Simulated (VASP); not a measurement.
Write the native input for VASP 6.6.1 that does the following.

```
Task                   : relaxation of cell and atoms
Functional             : LDA
Potentials or basis    : VASP PAW LDA potentials, release 64 (Cu, O)
Cutoff                 : 600 eV
k mesh                 : 8 × 8 × 5
Occupations            : fermi-dirac, width 0.05 eV
Spin                   : no spin polarisation
Dipole correction      : no
Further INCAR settings : ALGO = Normal; EDIFF = 1e-06; IBRION = 2; EDIFFG = -0.01; NSW = 80; ISIF = 3
```

The structure of CuO lies in POSCAR:

```
CuO
1.0
    0.0000000000     -2.1165600000     -2.1165600000
   -2.1165600000      0.0000000000     -2.1165600000
    2.1165600000      2.1165600000     -4.2331200000
Cu O
2 2
Direct
    0.5038875400      0.4769880100      0.4880064000
    0.0038875400      0.9769880100      0.9880064000
    0.7461124600      0.7730119900      0.7619936000
    0.2461124600      0.2730119900      0.2619936000
```

The input as run:

INCAR

```
SYSTEM = CuO
PREC = Accurate
ENCUT = 600
EDIFF = 1E-6
ISMEAR = -1
SIGMA = 0.05
LREAL = .False.
LASPH = .True.
NELM = 60
ALGO = Normal
ISIF = 3
LWAVE = .False.
LCHARG = .False.
IBRION = 2
NSW = 80
EDIFFG = -0.01
```

KPOINTS

```
regular mesh
0
Gamma
  8 8 5
  0 0 0
```

Potentials or basis: VASP PAW LDA potentials, release 64 (Cu, O).

Launch:

```console
$ cat potpaw_LDA.64/Cu/POTCAR potpaw_LDA.64/O/POTCAR > POTCAR
$ mpirun -np 1 vasp_std > vasp.out
```

It gave:

```
Relaxed volume                        : 8.78 Å³/atom
Relaxed cell                          : a = 2.920 Å, b = 2.923 Å, c = 5.041 Å, α = 73.09°, β = 73.14°, γ = 60.04°
Space group after relaxing (to 0.1 Å) : Fm-3m (No. 225)
Energy gained by relaxing             : 87.8 meV/atom
Ionic steps                           : 13
Pressure after relaxing               : -0.1 GPa
Largest force after relaxing          : 0.007 eV/Å
Band gap on the k mesh                : zero (bands 17 and 18 overlap by 1.34 eV)
```

Caveat: semilocal functionals often make such compounds metallic where correlation or magnetic order opens a gap, which also shifts bond lengths.

It took 14 min on 1 thread of Intel(R) Xeon(R) Platinum 8488C (Sapphire Rapids), on a shared host, peak memory 0.26 GiB.
